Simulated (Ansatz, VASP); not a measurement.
# Two plane-wave programs on Ta

INCAR

```
SYSTEM = Ta
ALGO = Normal
EDIFF = 1E-6
ENCUT = 520
GGA = CA
ISIF = 2
ISMEAR = -1
LASPH = .True.
LCHARG = .False.
LREAL = .False.
LWAVE = .False.
NBANDS = 36
NELM = 100
PREC = Accurate
SIGMA = 0.05
```

The input KPOINTS:

```
k-points
0
Gamma
  11 11 1
  0 0 0
```

Contents of POSCAR:

```
Ta
1.0
    3.2528507656      0.0000000000      0.0000000000
    0.0000000000      3.2528507656      0.0000000000
    0.0000000000      0.0000000000     22.5057000000
Ta
5
Direct
    0.0000000000      0.0000000000      0.3640668192
    0.5000000000      0.5000000000      0.4265415960
    0.0000000000      0.0000000000      0.5000000001
    0.5000000000      0.5000000000      0.5734584040
    0.0000000000      0.0000000000      0.6359331808
```

Input for Ansatz:

```yaml
crystal:
  lattice:
    - [3.2528507656, 0.0, 0.0]
    - [0.0, 3.2528507656, 0.0]
    - [0.0, 0.0, 22.5057]
  atoms:
    - { symbol: Ta, position: [0.0, 0.0, 0.3640668192] }
    - { symbol: Ta, position: [0.5, 0.5, 0.426541596] }
    - { symbol: Ta, position: [0.0, 0.0, 0.5000000001] }
    - { symbol: Ta, position: [0.5, 0.5, 0.573458404] }
    - { symbol: Ta, position: [0.0, 0.0, 0.6359331808] }
kpoints:
  mp_grid: { grid: [11, 11, 1] }
scf:
  occupations: { method: fermi_dirac, width: 0.05 }
hamiltonian:
  xc: lda
  pseudopotentials: { kind: paw }
output:
  forces: true
  stress: true
  eigenvalues: true
  core_levels:
    shells: { Ta: ["4f"] }
    counted_from: fermi_level
    add_spin: false
```

Alike in both runs: task single point; functional LDA; k mesh 11 × 11 × 1; occupations fermi-dirac, width 0.05 eV; no spin polarisation.

```csv
,VASP,Ansatz
version,VASP 6.6.1,Ansatz 0.2.0
potentials or method,"VASP PAW LDA potentials, release 64 (Ta_pv)","PAW with Ansatz's default frozen-core files, scalar-relativistic"
plane-wave cutoff (eV),520,420
valence electrons in the cell,55,65
```

|  | VASP | Ansatz | Ansatz less VASP |
| --- | --- | --- | --- |
| rms of the force components (eV/Å) | 0.021 | 0.000 | -0.0208 |

LDA's correlation is that of Perdew and Zunger in VASP and of Perdew and Wang (1992) in Ansatz. Atom by atom the forces differ by 0.021 eV/Å (rms over components). VASP's potentials hold 55 valence electrons a cell and Ansatz's 65, so a difference there can come from the potentials and not from the codes.

Spin-orbit coupling is off throughout.
